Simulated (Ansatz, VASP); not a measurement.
# One calculation of GdN, two programs

POSCAR

```
GdN
1.0
    0.0000000000      2.4852765396      2.4852765396
    2.4852765396      0.0000000000      2.4852765396
    2.4852765396      2.4852765396      0.0000000000
Gd N
1 1
Direct
    0.5000000000      0.5000000000      0.5000000000
    0.0000000000      0.0000000000      0.0000000000
```

Contents of INCAR.step1:

```
SYSTEM = GdN
PREC     = Accurate       ! precision mode
ENCUT    = 520            ! plane-wave cutoff, eV
ISMEAR   = 0              ! smearing method
SIGMA    = 0.05           ! smearing width, eV
LREAL    = .False.        ! projectors in reciprocal space
LASPH    = .True.         ! aspherical terms in the spheres
NELM     = 150            ! most SCF steps
ISPIN    = 2              ! spin polarisation
MAGMOM   = 7.65 -0.18     ! initial moments
LMAXMIX  = 6              ! l up to which the mixer works
LDAU     = .True.         ! DFT+U
LDAUTYPE = 2            
LDAUL    = 3 -1           ! shell
LDAUU    = 4 0            ! U, eV
LDAUJ    = 0 0          
NBANDS   = 22             ! bands
GGA      = PE             ! functional
ALGO     = Normal         ! electronic algorithm
EDIFF    = 1E-4           ! SCF threshold, eV
LWAVE    = .True.         ! write WAVECAR
LCHARG   = .False.        ! write CHGCAR
```

Contents of INCAR.step2:

```
SYSTEM = GdN
PREC     = Accurate       ! precision mode
ENCUT    = 520            ! plane-wave cutoff, eV
EDIFF    = 1E-7           ! SCF threshold, eV
ISMEAR   = 0              ! smearing method
SIGMA    = 0.05           ! smearing width, eV
LREAL    = .False.        ! projectors in reciprocal space
LASPH    = .True.         ! aspherical terms in the spheres
NELM     = 150            ! most SCF steps
ALGO     = Normal         ! electronic algorithm
ISIF     = 2              ! what is computed and relaxed
LWAVE    = .False.        ! write WAVECAR
LCHARG   = .False.        ! write CHGCAR
ISPIN    = 2              ! spin polarisation
MAGMOM   = 7.65 -0.18     ! initial moments
LORBIT   = 11             ! projections on sites
LMAXMIX  = 6              ! l up to which the mixer works
LDAU     = .True.         ! DFT+U
LDAUTYPE = 2            
LDAUL    = 3 -1           ! shell
LDAUU    = 4 0            ! U, eV
LDAUJ    = 0 0          
LDAUPRINT= 1            
METAGGA  = R2SCAN         ! meta-GGA
LMIXTAU  = .True.       
IVDW     = 13             ! dispersion correction
VDW_S6   = 1.0          
VDW_S8   = 0.6018749    
VDW_A1   = 0.51559235   
VDW_A2   = 5.77342911   
NBANDS   = 22             ! bands
ISTART   = 1
```

The input KPOINTS:

```
regular mesh
0
Gamma
  8 8 8
  0 0 0
```

Input for Ansatz:

```yaml
crystal:
  lattice:
    - [0.0, 2.4852765396, 2.4852765396]
    - [2.4852765396, 0.0, 2.4852765396]
    - [2.4852765396, 2.4852765396, 0.0]
  atoms:
    - { symbol: Gd, position: [0.5, 0.5, 0.5], spin: 7.66 }
    - { symbol: "N", position: [0.0, 0.0, 0.0] }
basis:
  ecutwfc: 500
  ecutrho_ratio: 4
kpoints:
  mp_grid: { grid: [8, 8, 8] }
hamiltonian:
  xc: r2scan
  dispersion: d4
  hubbard:
    sites:
      - { species: Gd, l: f, u_eff: 4.0, starting_ns: start.occupation_matrices }
    ns_hold: { iters: 6 }
scf:
  occupations: { method: gaussian, width: 0.05 }
  lower_state_search: "off"
output:
  forces: true
  stress: true
  eigenvalues: true
  populations: true
  hubbard: { sites: [{ species: Gd, l: f }] }
magnetization:
  spin_polarized: true
```

Alike in both runs: task single point; functional r2SCAN; dispersion D4; k mesh 8 × 8 × 8; occupations gaussian, width 0.05 eV; collinear spin; Hubbard terms Gd f U = 4.0 eV.

|  | VASP | Ansatz |
| --- | --- | --- |
| version | VASP 6.6.1 | Ansatz 0.2.0 |
| potentials or method | VASP PAW PBE potentials, release 64 (Gd, N), cutoff 520 eV | scalar-relativistic, plane waves, PAW |
| valence electrons in the cell | 23 | 23 |

```tsv
	VASP	Ansatz	Ansatz less VASP
gap on the k mesh at the Fermi level (eV)	none	none	-
pressure (GPa)	0.3	0.2	-0.16
net moment per atom (μB)	3.50	3.50	0.000
size of the moment on the site where the two differ most (μB)	6.83	6.96	+0.133
```

VASP's potentials were made for PBE, not for r2SCAN. Site moments also hang on the region over which each program counts them. The programs project onto different local orbitals, so the same U acts differently, and such runs can settle in different states. A gap of «none» marks a metal or a gap that the smearing closes. Ansatz's warnings: filled band counts differ across k points, stability check not made.

Spin-orbit coupling is off throughout.
